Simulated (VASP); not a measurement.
A run of VASP 6.6.1 is set up as follows.

File POSCAR:

```
MgTe
1.0
    4.5789285700      0.0000000000      0.0000000000
   -2.2894642900      3.9654684700      0.0000000000
    0.0000000000      0.0000000000      7.4548486100
Mg Te
2 2
Direct
    0.3333333300      0.6666666700      0.0043523900
    0.6666666700      0.3333333300      0.5043523900
    0.3333333300      0.6666666700      0.3806476100
    0.6666666700      0.3333333300      0.8806476100
```

Contents of INCAR.step1:

```
SYSTEM = MgTe
PREC = Accurate
ENCUT = 520
EDIFF = 1E-5
ISMEAR = -1
SIGMA = 0.02
LREAL = .False.
LASPH = .True.
NELM = 120
ALGO = Normal
ISIF = 2
LWAVE = .True.
GGA = PE
NBANDS = 16
GGA_COMPAT = .False.
KPAR = 4
```

Contents of INCAR.step2:

```
SYSTEM = MgTe
PREC = Accurate
ENCUT = 520
EDIFF = 1E-6
ISMEAR = -1
SIGMA = 0.02
LREAL = .False.
LASPH = .True.
NELM = 120
ALGO = Normal
ISIF = 2
LWAVE = .False.
LCHARG = .True.
GGA = PE
LHFCALC = .True.
HFSCREEN = 0.2079
PRECFOCK = Normal
LVHAR = .True.
ISTART = 1
NBANDS = 16
GGA_COMPAT = .False.
KPAR = 4
```

The input KPOINTS:

```
regular mesh
0
Gamma
  6 6 4
  0 0 0
```

Potentials or basis: VASP PAW PBE potentials, release 64 (Mg, Te).

Run with:

```console
$ cat potpaw_PBE.64/Mg/POTCAR potpaw_PBE.64/Te/POTCAR > POTCAR
$ cp INCAR.step1 INCAR
$ mpirun -np 4 vasp_std > vasp.out
$ cp INCAR.step2 INCAR
$ mpirun -np 4 vasp_std > vasp.out
```

Task: Estimate the band gap on the k mesh.

Result: 3.20 eV.

Task: What does it give for the pressure?

Result: -0.3 GPa.

Forces on the atoms (eV/Å):
```
Mg   0.000  0.000 -0.002
Mg   0.000  0.000 -0.002
Te   0.000  0.000  0.002
Te   0.000  0.000  0.002
```

Caveat: the PAW data sets were made with another functional, which shifts forces and pressure a little; spin-orbit coupling is left out, which moves the levels of the heavy elements.
